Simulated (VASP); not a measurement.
# SiC in VASP: further runs, part 2 of 2

VASP 6.6.1. The steps go on from the part before.

## (3) Single point, PBEsol (mode 4 frozen in at -0.024 Å and mode 5 at +0.000 Å (largest displacements))

INCAR

```
PREC     = Accurate       # precision mode
ENCUT    = 520            # plane-wave cutoff, eV
EDIFF    = 1E-6           # SCF threshold, eV
ISMEAR   = 0              # smearing method
SIGMA    = 0.05           # smearing width, eV
LREAL    = False          # projectors in reciprocal space
LASPH    = True           # aspherical terms in the spheres
NELM     = 60             # most SCF steps
ALGO     = Normal         # electronic algorithm
ISIF     = 2              # what is computed and relaxed
LWAVE    = False          # write WAVECAR
LCHARG   = False          # write CHGCAR
GGA      = PS             # functional
NBANDS   = 11             # bands
```

KPOINTS

```
Automatic mesh
0
Gamma
  10 10 10
```

POSCAR

```
SiC
1.0
    0.0000000000      2.1783895848      2.1783895848
    2.1783895848      0.0000000000      2.1783895848
    2.1783895848      2.1783895848      0.0000000000
Si C
1 1
Direct
   -0.0023558652      0.0023558652      0.0023558652
    0.7555086565      0.7444913435      0.7444913435
```

Potentials or basis: VASP PAW PBE potentials, release 64 (Si, C).

The run is started by

```console
$ cat potpaw_PBE.64/Si/POTCAR potpaw_PBE.64/C/POTCAR > POTCAR
$ mpirun -np 1 vasp_std > vasp.out
```

Run time: 68 s. Hardware: 1 thread of AMD EPYC 7R43 (Zen 3), shared host; peak memory 0.12 GiB.

The run converged. Its results:

```
Free energy            : -15.9037 eV
Pressure               : 0.5 GPa
Largest force          : 0.657 eV/Å
Band gap on the k mesh : 1.07 eV, indirect (least direct gap 4.36 eV)
```

Forces in eV/Å, atoms in the order of the input:
```
Si  -0.657  0.000  0.000
C    0.657  0.000  0.000
```

Stress tensor (GPa, compression positive):
```
 0.35  0.00  0.00
 0.00  0.57 -2.29
 0.00 -2.29  0.57
```

Levels at points of the mesh, in eV from the valence-band top:
```
           k point  band 1  band 2  band 3  band 4  band 5  band 6  band 7  band 8  band 9
(0.00, 0.00, 0.00)  -15.59   -0.32   -0.16    0.00    6.03    7.03    7.09    7.16   14.30
(0.50, 0.00, 0.00)  -12.01   -8.69   -1.36   -1.14    5.22    6.83    7.08    9.76   15.87
(0.00, 0.50, 0.00)  -11.95   -8.83   -1.28   -1.08    5.21    6.89    7.15    9.76   15.82
(0.50, 0.50, 0.00)  -10.52   -8.00   -3.37   -3.37    1.07    4.04   13.80   13.81   14.53
(0.00, 0.50, 0.50)  -10.52   -7.99   -3.46   -3.29    1.07    4.05   13.80   13.81   14.53
```

Caveat: the cell differs from its parent crystal (mode 4 frozen in at -0.024 Å and mode 5 at +0.000 Å (largest displacements)); the PAW data sets were made with another functional, which shifts forces and pressure a little. A k mesh can miss the band edges.

## (4) Single point, PBEsol (mode 4 frozen in at -0.060 Å and mode 5 at -0.060 Å (largest displacements))

INCAR

```
PREC = Accurate
ENCUT = 520
EDIFF = 1E-7
ISMEAR = 0
SIGMA = 0.05
LREAL = False
LASPH = True
NELM = 80
ALGO = Normal
ISIF = 2
LWAVE = False
LCHARG = False
GGA = PS
NBANDS = 11
```

KPOINTS

```
regular mesh
0
Gamma
  10 10 10
```

POSCAR

```
SiC
1.0
    0.0000000000      2.1783895848      2.1783895848
    2.1783895848      0.0000000000      2.1783895848
    2.1783895848      2.1783895848      0.0000000000
Si C
1 1
Direct
    0.0000000000      0.0117793259      0.0000000000
    0.7500000000      0.7224567174      0.7500000000
```

The run is started by

```console
$ cat potpaw_PBE.64/Si/POTCAR potpaw_PBE.64/C/POTCAR > POTCAR
$ mpirun -np 1 vasp_std > vasp.out
```

It took 81 s on 1 thread of AMD EPYC 7R43 (Zen 3), shared host; peak memory 0.14 GiB.

Results (log left out):

```
Free energy            : -15.7732 eV
Pressure               : 2.1 GPa
Largest force          : 2.409 eV/Å
Band gap on the k mesh : 0.67 eV, indirect (least direct gap 4.20 eV)
```

Forces in eV/Å, atoms in the order of the input:
```
Si  -1.665  0.512 -1.665
C    1.665 -0.512  1.665
```

Stress tensor (GPa, compression positive):
```
 1.63 -5.92  2.19
-5.92  3.08 -5.92
 2.19 -5.92  1.63
```

Levels at points of the mesh, in eV from the valence-band top:
| k point | band 1 | band 2 | band 3 | band 4 | band 5 | band 6 | band 7 | band 8 |
| --- | --- | --- | --- | --- | --- | --- | --- | --- |
| (0.00, 0.00, 0.00) | -15.97 | -1.12 | -0.52 | 0.00 | 5.60 | 6.56 | 6.68 | 7.01 |
| (0.50, 0.00, 0.00) | -12.37 | -9.13 | -2.03 | -1.12 | 4.76 | 6.09 | 7.16 | 9.37 |
| (0.00, 0.50, 0.00) | -12.22 | -9.47 | -1.67 | -1.18 | 4.81 | 6.48 | 7.09 | 9.32 |
| (0.50, 0.50, 0.50) | -12.50 | -8.81 | -2.03 | -1.48 | 4.85 | 6.13 | 6.78 | 9.37 |
| (0.50, 0.50, 0.00) | -10.92 | -8.36 | -3.94 | -3.53 | 0.68 | 3.64 | 13.40 | 13.49 |
| (0.50, 0.00, 0.50) | -10.91 | -8.40 | -3.74 | -3.66 | 0.67 | 3.59 | 13.44 | 13.48 |

Caveat: the cell differs from its parent crystal (mode 4 frozen in at -0.060 Å and mode 5 at -0.060 Å (largest displacements)); the PAW data sets were made with another functional, which shifts forces and pressure a little. A k mesh can miss the band edges.

## (5) Single point, PBEsol (mode 4 frozen in at -0.012 Å and mode 5 at -0.012 Å (largest displacements))

INCAR

```
SYSTEM = SiC
PREC     = Accurate       ! precision mode
ENCUT    = 520            ! plane-wave cutoff, eV
EDIFF    = 1E-6           ! SCF threshold, eV
ISMEAR   = 0              ! smearing method
SIGMA    = 0.05           ! smearing width, eV
LREAL    = .FALSE.        ! projectors in reciprocal space
LASPH    = .TRUE.         ! aspherical terms in the spheres
NELM     = 80             ! most SCF steps
ALGO     = Normal         ! electronic algorithm
ISIF     = 2              ! what is computed and relaxed
LWAVE    = .FALSE.        ! write WAVECAR
LCHARG   = .TRUE.         ! write CHGCAR
GGA      = PS             ! functional
LELF     = .TRUE.         ! ELF
LVHAR    = .TRUE.       
NBANDS   = 11             ! bands
```

KPOINTS

```
regular mesh
0
G
  10 10 10
  0 0 0
```

POSCAR

```
SiC
1.0
    0.0000000000      2.1783895848      2.1783895848
    2.1783895848      0.0000000000      2.1783895848
    2.1783895848      2.1783895848      0.0000000000
Si C
1 1
Direct
    0.0000000000      0.0023558652      0.0000000000
    0.7500000000      0.7444913435      0.7500000000
```

Potentials or basis: VASP PAW PBE potentials, release 64 (Si, C).

The run is started by

```console
$ cat potpaw_PBE.64/Si/POTCAR potpaw_PBE.64/C/POTCAR > POTCAR
$ mpirun -np 1 vasp_std > vasp.out
```

OUTCAR:

```text
SYSTEM = SiC
   PREC = Accurate
   ENCUT = 520
   EDIFF = 1E-6
   ISMEAR = 0
   LREAL = .FALSE.
   LASPH = .TRUE.
   NELM = 80
   ISIF = 2
   GGA = PS

 ion  position               nearest neighbor table
   1  0.000  0.002  0.000-   2 1.87   2 1.89   2 1.89   2 1.91
   2  0.750  0.744  0.750-   1 1.87   1 1.89   1 1.89   1 1.91

  LATTYP: Found a face centered cubic cell.
 ALAT       =     4.3567791696

  Lattice vectors:

 A1 = (   0.0000000000,   2.1783895848,   2.1783895848)
 A2 = (   2.1783895848,   0.0000000000,   2.1783895848)
 A3 = (   2.1783895848,   2.1783895848,   0.0000000000)

Analysis of symmetry for initial positions (statically):
=====================================================================
 Subroutine PRICEL returns:
 Original cell was already a primitive cell.

 Routine SETGRP: Setting up the symmetry group for a
 face centered cubic supercell.

 Subroutine GETGRP returns: Found  2 space group operations
 (whereof  2 operations were pure point group operations)
 out of a pool of 48 trial point group operations.

The static configuration has the point symmetry C_1h.

Analysis of symmetry for dynamics (positions and initial velocities):
[... 166 lines left out ...]
 k-point     1 :       0.0000    0.0000    0.0000
  band No.  band energies     occupation
      1      -7.3652      2.00000
      2       7.9500      2.00000
      3       8.0662      2.00000
      4       8.1791      2.00000
      5      14.2602      0.00000
      6      15.2696      0.00000
      7      15.3125      0.00000
      8      15.3639      0.00000
      9      22.5257      0.00000
     10      22.5260      0.00000
     11      24.3387      0.00000
[... 309 lines left out ...]
 k-point    24 :       0.2000    0.2000    0.1000
  band No.  band energies     occupation
      1      -6.6515      2.00000
      2       5.7069      2.00000
      3       7.0874      2.00000
      4       7.4304      2.00000
      5      14.1152      0.00000
      6      15.4494      0.00000
      7      16.5843      0.00000
      8      16.6577      0.00000
      9      19.4144      0.00000
     10      22.5450      0.00000
     11      24.7501      0.00000

 [... further k-points ...]
[... 5 lines left out ...]
  --------------------------------------------------------------------------------------
  -------------------------------------------------------------------------------------
  Total        0.0532176      0.0603648      0.0532176     -0.1476877     -0.1476877      0.0114034
  in kB        4.1241034      4.6779763      4.1241034    -11.4450625    -11.4450625      0.8837105
  external PRESSURE =       4.3087277 kB  Pullay stress =       0.0000000 kB

 VOLUME and BASIS-vectors are now :
 -----------------------------------------------------------------------------
  energy-cutoff  :      520.00
  volume of cell :       20.67
      direct lattice vectors                 reciprocal lattice vectors
     0.000000000  2.178389585  2.178389585    -0.229527355  0.229527355  0.229527355
     2.178389585  0.000000000  2.178389585     0.229527355 -0.229527355  0.229527355
     2.178389585  2.178389585  0.000000000     0.229527355  0.229527355 -0.229527355

 POSITION                                       TOTAL-FORCE (eV/Angst)
 -----------------------------------------------------------------------------------
      0.00513      0.00000      0.00513        -0.329203      0.020354     -0.329203
      3.25558      3.26758      3.25558         0.329203     -0.020354      0.329203
 -----------------------------------------------------------------------------------
    total drift:                                0.000072      0.000002      0.000072

  FREE ENERGIE OF THE ION-ELECTRON SYSTEM (eV)
  ---------------------------------------------------
  free  energy   TOTEN  =       -15.9093116204 eV

  energy  without entropy=      -15.9093116204  energy(sigma->0) =      -15.90931162
```

Run time: 77 s. Hardware: 1 thread of AMD EPYC 7R43 (Zen 3), shared host; peak memory 0.14 GiB.

What came out:

```
Free energy            : -15.9093 eV
Pressure               : 0.4 GPa
Largest force          : 0.466 eV/Å
Band gap on the k mesh : 1.12 eV, indirect (least direct gap 4.40 eV)
```

Forces in eV/Å, atoms in the order of the input:
```
Si  -0.329  0.020 -0.329
C    0.329 -0.020  0.329
```

Stress tensor (GPa, compression positive):
```
 0.41 -1.14  0.09
-1.14  0.47 -1.14
 0.09 -1.14  0.41
```

Caveat: the cell differs from its parent crystal (mode 4 frozen in at -0.012 Å and mode 5 at -0.012 Å (largest displacements)); the PAW data sets were made with another functional, which shifts forces and pressure a little. A k mesh can miss the band edges.
